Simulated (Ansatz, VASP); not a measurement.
# Two plane-wave programs on N

File INCAR:

```
PREC = Accurate
ENCUT = 520
EDIFF = 1E-7
ISMEAR = 0
SIGMA = 0.15
LREAL = F
LASPH = T
NELM = 60
ALGO = Normal
ISIF = 2
LWAVE = F
LCHARG = T
GGA = CA
LELF = T
LVHAR = T
NBANDS = 12
```

File KPOINTS:

```
Automatic mesh
0
Gamma
  15 15 8
```

Contents of POSCAR:

```
N
1.0
    3.7741617156      0.0000000000      0.0000000000
   -1.8870808578      3.2685199237      0.0000000000
    0.0000000000      0.0000000000      5.8900000000
N
2
Direct
    0.3333333333      0.6666666667      0.2500000000
    0.6666666667      0.3333333333      0.7500000000
```

Input for Ansatz:

```yaml
crystal:
  lattice:
    - [3.7741617156, 0.0, 0.0]
    - [-1.8870808578, 3.2685199237, 0.0]
    - [0.0, 0.0, 5.89]
  atoms:
    - { symbol: "N", position: [0.3333333333, 0.6666666667, 0.25] }
    - { symbol: "N", position: [0.6666666667, 0.3333333333, 0.75] }
basis:
  ecutwfc: 420
kpoints:
  mp_grid: { grid: [15, 15, 8] }
hamiltonian:
  xc: lda
scf:
  occupations: { method: gaussian, width: 0.15 }
output:
  forces: true
  stress: true
  eigenvalues: true
```

Change from the starting cell: strain +0.040 along x and y, +0.000 along z, atoms carried along.

Alike in both runs: task single point; functional LDA; k mesh 15 × 15 × 8; occupations gaussian, width 0.15 eV; no spin polarisation.

```csv
,VASP,Ansatz
version,VASP 6.6.1,Ansatz 0.2.0
potentials or method,"VASP PAW LDA potentials, release 64 (N), cutoff 520 eV","scalar-relativistic, plane waves, PAW"
valence electrons in the cell,10,10
```

```csv
,VASP,Ansatz,Ansatz less VASP
gap on the k mesh at the Fermi level (eV),none,none,-
pressure (GPa),-7.0,-7.0,+0.07
"traceless stress, the component that is largest in VASP (GPa)",-0.71,-0.70,+0.016
```

LDA's correlation is that of Perdew and Zunger in VASP and of Perdew and Wang (1992) in Ansatz. A gap of «none» marks a metal or a gap that the smearing closes.
